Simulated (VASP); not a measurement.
Here is a VASP 6.6.1 calculation.

POSCAR

```
NaSrCl3
1.0
    5.6533946759      0.0000000000      0.0000000000
    0.0000000000      5.6533946759      0.0000000000
    0.0000000000      0.0000000000      5.6201933625
Na Sr Cl
1 1 3
Direct
    0.0000000000      0.0000000000      0.0000000000
    0.5000000000      0.5000000000      0.5000000000
    0.5000000000      0.5000000000      0.0000000000
    0.5000000000      0.0000000000      0.5000000000
    0.0000000000      0.5000000000      0.5000000000
```

INCAR.step1

```
SYSTEM = NaSrCl3
  PREC = Accurate
  ENCUT = 520
  ISMEAR = 0
  SIGMA = 0.01
  LREAL = .False.
  LASPH = .True.
  NELM = 80
  NBANDS = 27
  GGA = PE
  ALGO = Normal
  EDIFF = 1E-4
  LWAVE = .True.
  LCHARG = .False.
```

Contents of INCAR.step2:

```
SYSTEM = NaSrCl3
  PREC = Accurate
  ENCUT = 520
  EDIFF = 1E-7
  ISMEAR = 0
  SIGMA = 0.01
  LREAL = .False.
  LASPH = .True.
  NELM = 80
  ALGO = Normal
  ISIF = 2
  LWAVE = .False.
  LCHARG = .False.
  METAGGA = R2SCAN
  LMIXTAU = .True.
  NBANDS = 27
  ISTART = 1
```

File KPOINTS:

```
regular mesh
0
Gamma
  4 4 4
  0 0 0
```

Potentials or basis: VASP PAW PBE potentials, release 64 (Na_pv, Sr_sv, Cl).

Launch:

```bash
$ cat potpaw_PBE.64/Na_pv/POTCAR potpaw_PBE.64/Sr_sv/POTCAR potpaw_PBE.64/Cl/POTCAR > POTCAR
$ cp INCAR.step1 INCAR
$ mpirun -np 1 vasp_std > vasp.out
$ cp INCAR.step2 INCAR
$ mpirun -np 1 vasp_std > vasp.out
```

Problem. Predict the band gap on the k mesh.

Solution. 4.38 eV (least direct gap 4.61 eV).

Problem. Predict the pressure.

Solution. -0.2 GPa.

Stress tensor (GPa, compression positive):
```
-0.27  0.00  0.00
 0.00 -0.27  0.00
 0.00  0.00  0.02
```

Caveat: the cell differs from its parent crystal (epitaxial xy strain +0.5%); the PAW data sets were made with another functional, which shifts forces and pressure a little. A k mesh can miss the band edges.
